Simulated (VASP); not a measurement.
Here is a VASP 6.6.1 calculation.

The input INCAR:

```
SYSTEM = Ti3Sn
  PREC = Accurate
  ENCUT = 500
  EDIFF = 1E-7
  ISMEAR = 1
  SIGMA = 0.05
  LREAL = .False.
  LASPH = .True.
  NELM = 120
  ALGO = Normal
  ISIF = 3
  LWAVE = .False.
  LCHARG = .False.
  GGA = PS
  IBRION = 2
  NSW = 80
  EDIFFG = -0.02
  GGA_COMPAT = .False.
  NELMIN = 4
```

File KPOINTS:

```
Automatic mesh
0
Gamma
  11 11 11
  0 0 0
```

The input POSCAR:

```
Ti3Sn
1.0
    0.0000000000      3.3052000000      3.3052000000
    3.3052000000      0.0000000000      3.3052000000
    3.3052000000      3.3052000000      0.0000000000
Ti Sn
3 1
Direct
    0.7500000000      0.7500000000      0.7500000000
    0.2500000000      0.2500000000      0.2500000000
    0.0000000000      0.0000000000      0.0000000000
    0.5000000000      0.5000000000      0.5000000000
```

Potentials or basis: VASP PAW PBE potentials, release 64 (Ti_sv, Sn_d).

Command:

```console
$ cat potpaw_PBE.64/Ti_sv/POTCAR potpaw_PBE.64/Sn_d/POTCAR > POTCAR
$ mpirun -np 1 vasp_std > vasp.out
```

Task: What does it give for the relaxed volume?

Result: 17.23 Å³/atom.

Task: Predict the space group after relaxing (to 0.1 Å).

Result: Fm-3m (No. 225).

Step by step:
```
step  energy change (eV)  largest force (eV/Å)  pressure (GPa)  volume (Å³)
   1              0.0000                0.0000           -5.38        72.21
   2             -0.0097                0.0000            5.69        66.07
   3             -0.0581                0.0000           -0.04        68.91
```

Caveat: the PAW data sets were made with another functional, which shifts forces and pressure a little.
